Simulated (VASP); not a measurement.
# BaTiO3 (R3m) in VASP: settings compared, part 2 of 2

VASP 6.6.1.

**4. Density of states, RPBE**

Input file POSCAR:

```
BaTiO3
1.0
    2.8273666084      1.6323808724      2.3183934932
   -2.8273666084      1.6323808724      2.3183934932
    0.0000000000     -3.2647617449      2.3183934932
Ba Ti O
1 1 3
Direct
    0.0000000000      0.0000000000      0.0000000000
    0.4845000000      0.4845000000      0.4845000000
    0.5086000000      0.0175000000      0.5086000000
    0.0175000000      0.5086000000      0.5086000000
    0.5086000000      0.5086000000      0.0175000000
```

Input file INCAR.step1:

```
SYSTEM = BaTiO3
PREC = Accurate
ENCUT = 520
EDIFF = 1E-6
ISMEAR = -1
SIGMA = 0.05
LREAL = .False.
LASPH = .True.
NELM = 100
ALGO = Normal
ISIF = 2
LWAVE = .False.
LCHARG = .True.
LMAXMIX = 4
GGA = RP
NBANDS = 28
```

Input file KPOINTS.step1:

```
regular mesh
0
Gamma
  7 7 7
  0 0 0
```

Input file INCAR.step2:

```
SYSTEM = BaTiO3
PREC = Accurate
ENCUT = 520
EDIFF = 1E-6
ISMEAR = -5
SIGMA = 0.05
LREAL = .False.
LASPH = .True.
NELM = 100
ALGO = Normal
ISIF = 2
LWAVE = .False.
LCHARG = .False.
LMAXMIX = 4
GGA = RP
LORBIT = 11
NEDOS = 2001
ICHARG = 11
```

Input file KPOINTS.step2:

```
regular mesh
0
Gamma
  11 11 11
  0 0 0
```

Potentials or basis: VASP PAW PBE potentials, release 64 (Ba_sv, Ti_sv, O).

The run is started by

```console
> cat potpaw_PBE.64/Ba_sv/POTCAR potpaw_PBE.64/Ti_sv/POTCAR potpaw_PBE.64/O/POTCAR > POTCAR
> cp INCAR.step1 INCAR
> cp KPOINTS.step1 KPOINTS
> mpirun -np 1 vasp_std > vasp.out
> cp INCAR.step2 INCAR
> cp KPOINTS.step2 KPOINTS
> mpirun -np 1 vasp_std > vasp.out
```

OUTCAR:

```text
SYSTEM = BaTiO3
   PREC = Accurate
   ENCUT = 520
   EDIFF = 1E-6
   ISMEAR = -5
   LREAL = .False.
   LASPH = .True.
   NELM = 100
   ISIF = 2
   GGA = RP
   LORBIT = 11
   ICHARG = 11

 ion  position               nearest neighbor table
   1  0.000  0.000  0.000-   5 2.79   4 2.79   3 2.79   4 2.83   3 2.83   4 2.83   3 2.83   5 2.83
                             5 2.83   5 2.89   4 2.89   3 2.89   2 3.37   2 3.43   2 3.43   2 3.43
   2  0.484  0.484  0.484-   3 1.87   4 1.87   5 1.87   3 2.14   4 2.14   5 2.14   1 3.37   1 3.43
                             1 3.43   1 3.43   1 3.50   1 3.50   1 3.50   1 3.59
[... 864 lines left out ...]
 -----------------------------------------------------------------------------
  energy-cutoff  :      520.00
  volume of cell :       64.20
      direct lattice vectors                 reciprocal lattice vectors
     2.827366608  1.632380872  2.318393493     0.176843002  0.102100355  0.143777721
    -2.827366608  1.632380872  2.318393493    -0.176843002  0.102100355  0.143777721
     0.000000000 -3.264761745  2.318393493     0.000000000 -0.204200710  0.143777721

 POSITION                                       TOTAL-FORCE (eV/Angst)
 -----------------------------------------------------------------------------------
      0.00000      0.00000      0.00000        -0.000000      0.000000     -0.105043
      0.00000     -0.00000      3.36978        -0.000000     -0.000000      0.204892
      1.38852     -0.80166      2.39884         0.146877     -0.084800     -0.033283
     -1.38852     -0.80166      2.39884        -0.146877     -0.084800     -0.033283
      0.00000      1.60332      2.39884        -0.000000      0.169599     -0.033283
 -----------------------------------------------------------------------------------
    total drift:                                0.000000     -0.000002      0.000416

  FREE ENERGIE OF THE ION-ELECTRON SYSTEM (eV)
  ---------------------------------------------------
  free  energy   TOTEN  =       -37.8722782365 eV

  energy  without entropy=      -37.8722782365  energy(sigma->0) =      -37.87227824

 total charge

# of ion       s       p       d       tot
------------------------------------------
    1        2.011   5.668   0.326   8.006
    2        2.222   6.279   1.786  10.287
    3        1.571   3.484   0.000   5.056
    4        1.571   3.484   0.000   5.056
    5        1.571   3.484   0.000   5.056
--------------------------------------------------
tot          8.947  22.400   2.112  33.460
```

OUTCAR.step1:

```text
SYSTEM = BaTiO3
   PREC = Accurate
   ENCUT = 520
   EDIFF = 1E-6
   ISMEAR = -1
   LREAL = .False.
[... 980 lines left out ...]
      1.38852     -0.80166      2.39884         0.146894     -0.084809     -0.033200
     -1.38852     -0.80166      2.39884        -0.146894     -0.084809     -0.033200
      0.00000      1.60332      2.39884         0.000000      0.169619     -0.033200
 -----------------------------------------------------------------------------------
    total drift:                                0.000000     -0.000002      0.000173

  FREE ENERGIE OF THE ION-ELECTRON SYSTEM (eV)
  ---------------------------------------------------
  free  energy   TOTEN  =       -37.8723200616 eV

  energy  without entropy=      -37.8723200616  energy(sigma->0) =      -37.87232006
```

OSZICAR.step1:

```text
N       E                     dE             d eps       ncg     rms          rms(c)
DAV:   1     0.446655264141E+03    0.44666E+03   -0.20936E+04  2464   0.155E+03
DAV:   2    -0.203830103290E+01   -0.44869E+03   -0.42620E+03  2864   0.431E+02
DAV:   3    -0.460976732365E+02   -0.44059E+02   -0.43684E+02  3388   0.135E+02
DAV:   4    -0.483395189188E+02   -0.22418E+01   -0.22372E+01  3768   0.256E+01
DAV:   5    -0.484040866082E+02   -0.64568E-01   -0.64557E-01  3320   0.339E+00    0.244E+01
DAV:   6    -0.379438445160E+02    0.10460E+02   -0.55320E+01  3732   0.685E+01    0.993E+00
DAV:   7    -0.379931276820E+02   -0.49283E-01   -0.10457E+01  3348   0.242E+01    0.731E+00
DAV:   8    -0.378393789523E+02    0.15375E+00   -0.65105E-01  3036   0.768E+00    0.348E+00
DAV:   9    -0.378920763344E+02   -0.52697E-01   -0.30431E-01  3580   0.470E+00    0.146E+00
DAV:  10    -0.378743731820E+02    0.17703E-01   -0.13125E-01  2768   0.390E+00    0.467E-01
DAV:  11    -0.378722339978E+02    0.21392E-02   -0.12744E-02  3352   0.760E-01    0.123E-01
DAV:  12    -0.378725708183E+02   -0.33682E-03   -0.21869E-03  3352   0.430E-01    0.153E-01
DAV:  13    -0.378723090427E+02    0.26178E-03   -0.11359E-03  3104   0.359E-01    0.153E-02
DAV:  14    -0.378723199343E+02   -0.10892E-04   -0.57931E-05  3008   0.560E-02    0.131E-02
DAV:  15    -0.378723200054E+02   -0.71091E-07   -0.14653E-05  3236   0.338E-02    0.400E-03
DAV:  16    -0.378723200616E+02   -0.56195E-07   -0.11971E-06  2040   0.110E-02
   1 F= -.37872320E+02 E0= -.37872320E+02  d E =-.500156E-11
```

Run time: 5.9 min. Hardware: 1 thread of AMD EPYC 7R13, shared host; peak memory 0.31 GiB.

Results:

| Property | Result |
| --- | --- |
| Valence electrons inside the program's atomic spheres | Ba 8.01; Ti 10.29; O 5.06 |

Caveat: spin-orbit coupling is left out, which moves the levels of the heavy elements.

**5. Density of states, revPBE**

POSCAR is that of step 4.

Input file INCAR.step1:

```
SYSTEM = BaTiO3
ALGO     = Normal         ! electronic algorithm
EDIFF    = 1E-6           ! SCF threshold, eV
ENCUT    = 520            ! plane-wave cutoff, eV
GGA      = RE             ! functional
ISIF     = 2              ! what is computed and relaxed
ISMEAR   = -1             ! smearing method
LASPH    = .True.         ! aspherical terms in the spheres
LCHARG   = .True.         ! write CHGCAR
LMAXMIX  = 4              ! l up to which the mixer works
LREAL    = .False.        ! projectors in reciprocal space
LWAVE    = .False.        ! write WAVECAR
NBANDS   = 28             ! bands
NELM     = 80             ! most SCF steps
PREC     = Accurate       ! precision mode
SIGMA    = 0.05           ! smearing width, eV
```

Input file KPOINTS.step1:

```
k-points
0
Gamma
  7 7 7
  0 0 0
```

Input file INCAR.step2:

```
SYSTEM = BaTiO3
ALGO     = Normal         ! electronic algorithm
EDIFF    = 1E-6           ! SCF threshold, eV
ENCUT    = 520            ! plane-wave cutoff, eV
GGA      = RE             ! functional
ICHARG   = 11             ! starting density
ISIF     = 2              ! what is computed and relaxed
ISMEAR   = -5             ! smearing method
LASPH    = .True.         ! aspherical terms in the spheres
LCHARG   = .False.        ! write CHGCAR
LMAXMIX  = 4              ! l up to which the mixer works
LORBIT   = 11             ! projections on sites
LREAL    = .False.        ! projectors in reciprocal space
LWAVE    = .False.        ! write WAVECAR
NEDOS    = 2001           ! points of the DOS
NELM     = 80             ! most SCF steps
PREC     = Accurate       ! precision mode
SIGMA    = 0.05           ! smearing width, eV
```

Input file KPOINTS.step2:

```
k-points
0
Gamma
  11 11 11
  0 0 0
```

The run is started by

```console
> cat potpaw_PBE.64/Ba_sv/POTCAR potpaw_PBE.64/Ti_sv/POTCAR potpaw_PBE.64/O/POTCAR > POTCAR
> cp INCAR.step1 INCAR
> cp KPOINTS.step1 KPOINTS
> mpirun -np 1 vasp_std > vasp.out
> cp INCAR.step2 INCAR
> cp KPOINTS.step2 KPOINTS
> mpirun -np 1 vasp_std > vasp.out
```

Wall time 5.9 min (1 thread of AMD EPYC 7R13, shared host); peak memory 0.31 GiB.

The run converged. Its results:

```
Valence electrons inside the program's atomic spheres : Ba 8.00; Ti 10.29; O 5.05
```

Levels at points of the mesh, in eV from the valence-band top:
```
           k point  band 18  band 19  band 20  band 21  band 22  band 23
(0.00, 0.00, 0.00)    -0.51    -0.38    -0.38     2.43     2.43     2.57
```

Caveat: spin-orbit coupling is left out, which moves the levels of the heavy elements.
